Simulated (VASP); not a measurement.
# SiO2 (P-3m1) in VASP: further runs, part 2 of 2

VASP 6.6.1. The steps go on from the part before.

## Step 5: Relaxation of cell and atoms, PBE+D3(BJ)

This run uses another cell than the first one, of 15.73 Å³/atom.

Input file INCAR:

```
PREC     = Accurate       # precision mode
ENCUT    = 600            # plane-wave cutoff, eV
EDIFF    = 1E-7           # SCF threshold, eV
ISMEAR   = 0              # smearing method
SIGMA    = 0.1            # smearing width, eV
LREAL    = False          # projectors in reciprocal space
LASPH    = True           # aspherical terms in the spheres
NELM     = 60             # most SCF steps
ALGO     = Normal         # electronic algorithm
ISIF     = 3              # what is computed and relaxed
LWAVE    = False          # write WAVECAR
LCHARG   = False          # write CHGCAR
GGA      = PE             # functional
IVDW     = 12             # dispersion correction
IBRION   = 2              # ionic algorithm
NSW      = 90             # ionic steps
EDIFFG   = -0.04          # ionic threshold
```

Input file KPOINTS:

```
Automatic mesh
0
Gamma
  6 6 4
```

Input file POSCAR:

```
SiO2
1.0
    3.1579194900      0.0000000000      0.0000000000
   -1.5789597400      2.7348385000      0.0000000000
    0.0000000000      0.0000000000      5.4632092600
Si O
1 2
Direct
    0.0000000000      0.0000000000      0.5000000000
    0.3333333300      0.6666666700      0.7380906100
    0.6666666700      0.3333333300      0.2619093900
```

Potentials or basis: VASP PAW PBE potentials, release 64 (Si, O).

Started as:

```bash
> cat potpaw_PBE.64/Si/POTCAR potpaw_PBE.64/O/POTCAR > POTCAR
> mpirun -np 1 vasp_std > vasp.out
```

OUTCAR:

```text
PREC = Accurate
   ENCUT = 600
   EDIFF = 1E-7
   ISMEAR = 0
   LREAL = False
   LASPH = True
   NELM = 60
   ISIF = 3
   GGA = PE
   IVDW = 12
   IBRION = 2
   NSW = 90
   EDIFFG = -0.04
 IVDW          = 12

 ion  position               nearest neighbor table
   1  0.000  0.000  0.500-   2 2.24   3 2.24   2 2.24   3 2.24   3 2.24   2 2.24
   2  0.333  0.667  0.738-   1 2.24   1 2.24   1 2.24
   3  0.667  0.333  0.262-   1 2.24   1 2.24   1 2.24

  LATTYP: Found a hexagonal cell.
 ALAT       =     3.1579194900
 C/A-ratio  =     1.7300027050

  Lattice vectors:

 A1 = (   3.1579194900,   0.0000000000,   0.0000000000)
 A2 = (  -1.5789597400,   2.7348385000,   0.0000000000)
 A3 = (   0.0000000000,   0.0000000000,   5.4632092600)

Analysis of symmetry for initial positions (statically):
[... 188 lines left out ...]
      2     -15.9933      2.00000
      3      -5.6979      2.00000
      4      -0.6624      2.00000
      5      -0.6624      2.00000
      6      -0.5023      2.00000
      7      -0.5023      2.00000
      8      -0.3619      2.00000
      9       1.2195      0.00000
     10       4.7240      0.00000
     11       7.9810      0.00000
     12       7.9810      0.00000
[... 629 lines left out ...]
--------------------------------------- Ionic step        8  -------------------------------------------

 number of electron      15.9999999 magnetization

 Free energy of the ion-electron system (eV)
  ---------------------------------------------------
  ext. energy  EPLUGINS =         0.00000000
  ---------------------------------------------------
  free energy    TOTEN  =       -22.75651510 eV

  energy without entropy =      -22.75651510  energy(sigma->0) =      -22.75651510

 E-fermi :   4.9775     XC(G=0): -10.8975

 val. band max:        4.4824854841   @ k =   0.1667   0.0000   0.0000
 cond. band min:      10.5216280308   @ k =   0.0000   0.0000   0.0000
 fundamental gap:      6.0391425466
 Fermi energy:         4.9774533567

 k-point     1 :       0.0000    0.0000    0.0000
  band No.  band energies     occupation
      1     -17.0873      2.00000
      2     -13.1588      2.00000
      3      -1.0133      2.00000
      4       2.0767      2.00000
      5       2.0767      2.00000
      6       3.1796      2.00000
      7       3.1796      2.00000
      8       4.2600      2.00000
      9      10.5216      0.00000
     10      12.5788      0.00000
     11      17.5953      0.00000
     12      17.5953      0.00000
[... 377 lines left out ...]
  FREE ENERGIE OF THE ION-ELECTRON SYSTEM (eV)
  ---------------------------------------------------
  free  energy   TOTEN  =       -23.3294128097 eV

  energy  without entropy=      -23.3294128097  energy(sigma->0) =      -23.32941281

 reached required accuracy - stopping structural energy minimisation
```

CONTCAR:

```text
SiO2
   1.00000000000000
     2.6893841179071782   -0.0000000008408619    0.0000000000000000
    -1.3446920554236390    2.3290749662521884    0.0000000000000000
     0.0000000000000000    0.0000000000000000    4.5009129983298664
  Si              O
     1     2
Direct
     0.0000000000000000    0.0000000000000000    0.5000000000000000
     0.3333333300000021    0.6666666699999979    0.7032802014601426
     0.6666666699999979    0.3333333300000021    0.2967197985398574

  0.00000000E+00  0.00000000E+00  0.00000000E+00
  0.00000000E+00  0.00000000E+00  0.00000000E+00
  0.00000000E+00  0.00000000E+00  0.00000000E+00
```

Wall time 2.1 min (1 thread of Intel Xeon 8259CL, shared host); peak memory 0.21 GiB.

Results:

```yaml
Free_energy: -23.3294 eV
Relaxed_volume: 9.40 Å³/atom
Relaxed_cell: a = 2.689 Å, b = 2.689 Å, c = 4.501 Å, α = 90.00°, β = 90.00°, γ = 120.00°
Space_group_after_relaxing_to_0.1_Å: P-3m1 (No. 164)
Energy_gained_by_relaxing: 1736.6 meV/atom
Ionic_steps: 8
Pressure_after_relaxing: 0.4 GPa
Largest_force_after_relaxing: 0.039 eV/Å
Band_gap_on_the_k_mesh: 6.04 eV (least direct gap 6.26 eV)
Dispersion_energy_per_atom: -0.191 eV
```

Forces on the atoms (eV/Å):
```
Si   0.000  0.000  0.000
O    0.000  0.000 -0.039
O    0.000  0.000  0.039
```

The path:
| step | energy change (eV) | largest force (eV/Å) | pressure (GPa) | volume (Å³) |
| --- | --- | --- | --- | --- |
| 1 | 0.0000 | 4.6895 | -36.09 | 47.18 |
| 2 | -5.0827 | 1.8331 | 17.13 | 26.86 |
| 3 | -5.2002 | 0.0650 | -2.82 | 28.58 |
| 4 | -5.2001 | 0.3486 | 0.28 | 28.27 |
| 5 | -5.2070 | 0.3129 | -1.71 | 28.34 |
| 6 | -5.2090 | 0.1022 | -1.10 | 28.32 |
| 7 | -5.2091 | 0.0184 | 1.72 | 28.08 |
| 8 | -5.2099 | 0.0395 | 0.36 | 28.19 |

Final structure:
```
CELL_PARAMETERS angstrom
2.68938 0.00000 0.00000
-1.34469 2.32907 0.00000
0.00000 0.00000 4.50091
ATOMIC_POSITIONS crystal
Si 0.00000 0.00000 0.50000
O 0.33333 0.66667 0.70328
O 0.66667 0.33333 0.29672
```

Caveat: the volume moved by over 15 % at a fixed basis, so the end points are rough. A k mesh can miss the band edges.

## Step 6: Summary

| task | cell | k mesh | cutoff (eV) | smearing | gap on the mesh (eV) | pressure (GPa) | largest force (eV/Å) |
| --- | --- | --- | --- | --- | --- | --- | --- |
| single point | a = 2.687, b = 2.687, c = 4.617 Å, angles 90.0, 90.0, 120.0°, 3 atoms, atomic positions A | 6 × 6 × 4 | 520 | gaussian 0.1 eV | 6.13 | 0.4 | 0.01 |
| single point | a = 3.158, b = 3.158, c = 5.463 Å, angles 90.0, 90.0, 120.0°, 3 atoms, atomic positions B | 6 × 6 × 4 | 520 | gaussian 0.1 eV | 1.58 | -36.0 | 4.69 |
| single point | a = 2.687, b = 2.687, c = 4.603 Å, angles 90.0, 90.0, 120.0°, 3 atoms, atomic positions A | 12 × 12 × 6 | 520 | gaussian 0.02 eV | 6.13 | 0.5 | 0.01 |
| relaxation of cell and atoms | relaxed from a = 3.158, b = 3.158, c = 5.463 Å, angles 90.0, 90.0, 120.0°, 3 atoms, atomic positions B | 6 × 6 × 4 | 600 | gaussian 0.1 eV | 6.04 | 0.4 | 0.04 |

Alike in all rows: level PBE+D3(BJ); potentials or basis VASP PAW PBE potentials, release 64 (Si, O); no spin polarisation.

Caveats: some runs use coarse meshes; the stress differs along the axes, from -42 to -33 GPa (at least some runs); forces of over 1 eV/Å act on the atoms, so gaps and moduli don't describe the material at rest (at least some runs); the volume moved by over 15 % at a fixed basis, so the end points are rough (at least some runs).

Absolute energies hang on the potentials; compare differences alone.
